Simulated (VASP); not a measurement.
Set up this calculation in VASP 6.6.1, as the native input.

* Task: single point
* Functional: LDA
* Potentials or basis: VASP PAW LDA potentials, release 64 (Ta_sv_GW, N)
* Cutoff: 700 eV
* k mesh: 18 × 18 × 18
* Occupations: gaussian, width 0.15 eV
* Spin: no spin polarisation
* Dipole correction: no
* Further INCAR settings: ALGO = Normal; EDIFF = 1e-06; NBANDS = 16

The structure of TaN lies in POSCAR:

```
TaN
1.0
    0.0000000000      2.1742693740      2.1742693740
    2.1742693740      0.0000000000      2.1742693740
    2.1742693740      2.1742693740      0.0000000000
Ta N
1 1
Direct
    0.5000000000      0.5069780544      0.5000000000
    0.0000000000     -0.0901452241      0.0000000000
```

This cell differs from its parent crystal: atoms displaced along several vibrational modes.

One way to write it, as run:

INCAR

```
SYSTEM = TaN
PREC = Accurate
ENCUT = 700
EDIFF = 1E-6
ISMEAR = 0
SIGMA = 0.15
LREAL = .False.
LASPH = .True.
NELM = 120
ALGO = Normal
ISIF = 2
LWAVE = .False.
LCHARG = .False.
GGA = CA
NBANDS = 16
GGA_COMPAT = .False.
```

KPOINTS

```
Automatic mesh
0
Gamma
  18 18 18
  0 0 0
```

Potentials or basis: VASP PAW LDA potentials, release 64 (Ta_sv_GW, N).

Command:

```sh
$ cat potpaw_LDA.64/Ta_sv_GW/POTCAR potpaw_LDA.64/N/POTCAR > POTCAR
$ mpirun -np 1 vasp_std > vasp.out
```

Results of the run:

| Property | Result |
| --- | --- |
| Pressure | 17.5 GPa |
| Largest force | 3.452 eV/Å |
| Band gap on the k mesh | zero (bands 9 and 10 overlap by 3.03 eV) |

Caveat: the cell differs from its parent crystal (atoms displaced along several vibrational modes); the stress differs along the axes, from 1 to 26 GPa; spin-orbit coupling is left out, which moves the levels of the heavy elements; forces of over 1 eV/Å act on the atoms, so gaps and moduli don't describe the material at rest.

It took 11 min on 1 thread of AMD EPYC 7R43 64-Core Processor (Zen 3), on a shared host, peak memory 0.52 GiB.
